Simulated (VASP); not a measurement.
Here is a VASP 6.6.1 calculation.

File INCAR:

```
SYSTEM = Si16N
PREC     = Accurate       ! precision mode
ENCUT    = 520            ! plane-wave cutoff, eV
EDIFF    = 1E-7           ! SCF threshold, eV
ISMEAR   = -1             ! smearing method
SIGMA    = 0.05           ! smearing width, eV
LREAL    = Auto         
LASPH    = .True.         ! aspherical terms in the spheres
NELM     = 150            ! most SCF steps
ALGO     = Normal         ! electronic algorithm
ISIF     = 2              ! what is computed and relaxed
LWAVE    = .False.        ! write WAVECAR
LCHARG   = .False.        ! write CHGCAR
ISPIN    = 2              ! spin polarisation
MAGMOM   = 0 0 0 0 0 0 0 0 0 0 0 0 0 0 0 0 1 ! initial moments
LORBIT   = 11             ! projections on sites
GGA      = PE             ! functional
NBANDS   = 52             ! bands
```

The input KPOINTS:

```
Automatic mesh
0
Gamma
  2 2 2
  0 0 0
```

POSCAR

```
Si16N
1.0
    0.0000000000      5.4300000000      5.4300000000
    5.4300000000      0.0000000000      5.4300000000
    5.4300000000      5.4300000000      0.0000000000
Si N
16 1
Direct
    0.0694106814     -0.0986556169     -0.0357458564
    0.1700552486      0.0476979742      0.1055064457
   -0.0394659300      0.0590423573      0.4713627993
    0.1448158379      0.1619060773      0.5766758748
   -0.0158379374      0.4544383057      0.0077716390
    0.1513812155      0.5209023941      0.1348250460
   -0.0065469613      0.5341160221      0.5239318600
    0.1254143646      0.6990055249      0.6849355433
    0.5407090239     -0.0753683241     -0.0700276243
    0.6665009208      0.0049907919      0.1149723757
    0.5377348066     -0.0078637201      0.5163535912
    0.5252394107      0.2456629834      0.6529926335
    0.5059760589      0.3718876611      0.0329189687
    0.6206169429      0.5619613260      0.1373388582
    0.4688581952      0.6525414365      0.4692817680
    0.6320718232      0.6287569061      0.7225322284
    0.7168324125      1.1398526703      0.4448987109
```

Potentials or basis: VASP PAW PBE potentials, release 64 (Si, N).

Launch:

```bash
$ cat potpaw_PBE.64/Si/POTCAR potpaw_PBE.64/N/POTCAR > POTCAR
$ mpirun -np 1 vasp_std > vasp.out
```

Task: Estimate the net moment.

Result: 0.00 μB per cell.

Task: Predict the largest force.

Result: 2.070 eV/Å.

Task: Predict the pressure.

Result: -1.9 GPa.

Forces on the atoms (eV/Å):
```
Si   0.801 -0.882  0.043
Si   0.637 -0.758 -0.041
Si  -1.694  0.992  0.198
Si   0.475  0.745 -0.365
Si  -1.505  0.745 -0.262
Si   2.023 -0.274 -0.060
Si  -0.468  0.727  0.421
Si   0.132 -1.692 -1.185
Si   1.074  0.622 -0.008
Si  -0.347  0.770  0.005
Si  -0.515 -0.786  0.882
Si   0.868 -0.282  0.522
Si   0.333  0.934  1.050
Si   0.053 -0.349 -1.183
Si  -0.802  1.279  0.416
Si  -0.875 -1.057  0.278
N   -0.190 -0.734 -0.712
```

Caveat: the k points lie up to 0.50 Å⁻¹ apart.
